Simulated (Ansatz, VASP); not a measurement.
One calculation of C, two programs

INCAR

```
PREC = Accurate ; ENCUT = 520
EDIFF = 1E-6 ; ISMEAR = 0
SIGMA = 0.04 ; LREAL = F
LASPH = T ; NELM = 120
ALGO = Normal ; ISIF = 2
LWAVE = F ; LCHARG = T
LDIPOL = T ; IDIPOL = 3
DIPOL = 0.5 0.5 0.707 ; GGA = PS
LELF = T ; LVHAR = T
LVACPOTAV = T ; NBANDS = 26
GGA_COMPAT = F ; NELMDL = -8
```

Contents of KPOINTS:

```
regular mesh
0
Gamma
  9 9 1
```

File POSCAR:

```
C
1.0
    4.9173767651      0.0000000000      0.0000000000
   -2.4586883826      4.2585731985      0.0000000000
    0.0000000000      0.0000000000     21.9153991242
C
8
Direct
    0.8333022411     -0.0000622152      0.7072644908
    0.8333022104      0.5000310922      0.7072644908
    0.3333333333      0.0000000000      0.7071584609
    0.3333955485      0.5000311230      0.7072644908
   -0.0000622152      0.8333022411      0.7072644908
    0.0000000000      0.3333333333      0.7071584609
    0.5000310922      0.8333022104      0.7072644908
    0.5000311230      0.3333955485      0.7072644908
```

Input for Ansatz:

```yaml
crystal:
  lattice:
    - [4.9173767651, 0.0, 0.0]
    - [-2.4586883826, 4.2585731985, 0.0]
    - [0.0, 0.0, 21.9153991242]
  atoms:
    - { symbol: C, position: [0.8333022411, -6.22152e-05, 0.7072644908] }
    - { symbol: C, position: [0.8333022104, 0.5000310922, 0.7072644908] }
    - { symbol: C, position: [0.3333333333, 0.0, 0.7071584609] }
    - { symbol: C, position: [0.3333955485, 0.500031123, 0.7072644908] }
    - { symbol: C, position: [-6.22152e-05, 0.8333022411, 0.7072644908] }
    - { symbol: C, position: [0.0, 0.3333333333, 0.7071584609] }
    - { symbol: C, position: [0.5000310922, 0.8333022104, 0.7072644908] }
    - { symbol: C, position: [0.500031123, 0.3333955485, 0.7072644908] }
basis:
  ecutwfc: 420
kpoints:
  mp_grid: { grid: [9, 9, 1] }
hamiltonian:
  xc: pbesol
  pseudopotentials: { kind: paw, azcp: { folder: soft_1 } }
scf:
  occupations: { method: gaussian, width: 0.04 }
  n_extra_bands: 8
  max_iter: 160
output:
  forces: true
  eigenvalues: true
  write_density: true
  write_potential: true
  elf: true
  volumetric_format: npy
efield:
  axis: 3
  dipole_correction: true
```

Alike in both runs: task single point; functional PBEsol; k mesh 9 × 9 × 1; occupations gaussian, width 0.04 eV; no spin polarisation.

```csv
,VASP,Ansatz
version,VASP 6.6.1,Ansatz 0.2.0
potentials or method,"VASP PAW PBE potentials, release 64 (C), cutoff 520 eV","scalar-relativistic, plane waves, PAW"
valence electrons in the cell,32,32
```

```tsv
	VASP	Ansatz	Ansatz less VASP
gap on the k mesh at the Fermi level (eV)	none	none	-
rms of the force components (eV/Å)	0.015	0.015	0.0000
```

VASP's potentials were made for PBE, not for PBEsol, and Ansatz warns of the same on its side. Atom by atom the forces differ by 0.000 eV/Å (rms over components). A gap of «none» marks a metal or a gap that the smearing closes. With one functional, cell and mesh, what is left measures potentials, basis and numerics. Ansatz's warnings: xc potential rough in thin density.
